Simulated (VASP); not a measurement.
A run of VASP 6.6.1:

File INCAR:

```
  ALGO = Normal
  EDIFF = 1E-6
  EDIFFG = -0.01
  ENCUT = 600
  GGA = PE
  IBRION = 2
  ISIF = 3
  ISMEAR = 0
  LASPH = T
  LCHARG = F
  LREAL = F
  LWAVE = F
  NELM = 80
  NSW = 100
  PREC = Accurate
  SIGMA = 0.1
```

File KPOINTS:

```
k-points
0
Gamma
  12 12 4
```

Contents of POSCAR:

```
SiGe2
1.0
    3.0071252979      0.0000000000      0.0000000000
   -1.5035626489      2.6042469003      0.0000000000
    0.0000000000      0.0000000000     13.7519168863
Si Ge
2 4
Direct
    0.3333333333      0.6666666667      0.2500000000
    0.6666666667      0.3333333333      0.7500000000
    0.3333333333      0.6666666667      0.9094403659
    0.3333333333      0.6666666667      0.5905596341
    0.6666666667      0.3333333333      0.0905596341
    0.6666666667      0.3333333333      0.4094403659
```

Potentials or basis: VASP PAW PBE potentials, release 64 (Si, Ge_d).

Launch:

```console
$ cat potpaw_PBE.64/Si/POTCAR potpaw_PBE.64/Ge_d/POTCAR > POTCAR
$ mpirun -np 1 vasp_std > vasp.out
```

Hardware: 1 thread of Intel(R) Xeon(R) Platinum 8375C CPU @ 2.90GHz (Ice Lake) (shared host).

Problem. How long does it take, and how much memory?

Solution. Run time: 39 min on 1 thread of Intel(R) Xeon(R) Platinum 8375C CPU @ 2.90GHz (Ice Lake), with other jobs on the host, peak memory 0.4 GiB. Counts: scf iterations 93, k points 57, ion steps 15.
